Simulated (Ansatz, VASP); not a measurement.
# Two plane-wave programs on NiO

The input INCAR:

```
  ALGO = Normal
  EDIFF = 1E-6
  ENCUT = 520
  GGA = PS
  ISIF = 2
  ISMEAR = 0
  ISPIN = 2
  LASPH = T
  LCHARG = F
  LMAXMIX = 4
  LORBIT = 11
  LREAL = F
  LWAVE = F
  MAGMOM = 1.46 -1.46 0 0
  NBANDS = 28
  NELM = 150
  PREC = Accurate
  SIGMA = 0.05
```

File KPOINTS:

```
k-points
0
Gamma
  12 12 8
```

File POSCAR:

```
NiO
1.0
    2.9130965603      0.0000000000      0.0000000000
   -1.4565482802      2.5228156249      0.0000000000
    0.0000000000      0.0000000000      5.0552182658
Ni O
2 2
Direct
    0.0000000000      0.0000000000      0.0000000000
    0.0000000000      0.0000000000      0.5000000000
    0.3333333333      0.6666666667      0.2499995579
    0.6666666667      0.3333333333      0.7500004421
```

Input for Ansatz:

```yaml
crystal:
  lattice:
    - [2.9130965603, 0.0, 0.0]
    - [-1.4565482802, 2.5228156249, 0.0]
    - [0.0, 0.0, 5.0552182658]
  atoms:
    - { symbol: Ni, position: [0.0, 0.0, 0.0], spin: 1.46 }
    - { symbol: Ni, position: [0.0, 0.0, 0.5], spin: -1.46 }
    - { symbol: O, position: [0.3333333333, 0.6666666667, 0.2499995579] }
    - { symbol: O, position: [0.6666666667, 0.3333333333, 0.7500004421] }
basis:
  ecutwfc: 420
  ecutrho_ratio: 4
kpoints:
  mp_grid: { grid: [12, 12, 8] }
hamiltonian:
  xc: pbesol
scf:
  occupations: { method: gaussian, width: 0.05 }
  lower_state_search: "off"
output:
  forces: true
  stress: true
  eigenvalues: true
  populations: true
magnetization:
  spin_polarized: true
checkpoint:
  read: start.run
  write: ck
  compress: false
  write_wavefunctions: false
  write_every: 100000
```

Alike in both runs: task single point; functional PBEsol; k mesh 12 × 12 × 8; occupations gaussian, width 0.05 eV; collinear spin.

|  | VASP | Ansatz |
| --- | --- | --- |
| version | VASP 6.6.1 | Ansatz 0.2.0 |
| potentials or method | VASP PAW PBE potentials, release 64 (Ni, O), cutoff 520 eV | scalar-relativistic, plane waves, PAW |
| valence electrons in the cell | 32 | 48 |

Ansatz gave:

* gap on the k mesh at the Fermi level (eV): 0.52
* least direct gap on the mesh (eV): 0.64
* pressure (GPa): -10.4
* traceless stress, the component that is largest in VASP (GPa): -0.69
* net moment per atom (μB): 0.00
* size of the moment on the site where the two differ most (μB): 1.27

Problem. Estimate VASP's values.

Solution. gap on the k mesh at the Fermi level (eV): 0.52; least direct gap on the mesh (eV): 0.62; pressure (GPa): -10.4; traceless stress, the component that is largest in VASP (GPa): -0.67; net moment per atom (μB): 0.00; size of the moment on the site where the two differ most (μB): 1.25.

VASP's potentials were made for PBE, not for PBEsol. Site moments also hang on the region over which each program counts them. The functional is the same, so the differences come from potentials, cutoffs and numerics. VASP's potentials hold 32 valence electrons a cell and Ansatz's 48, so a difference there can come from the potentials and not from the codes.
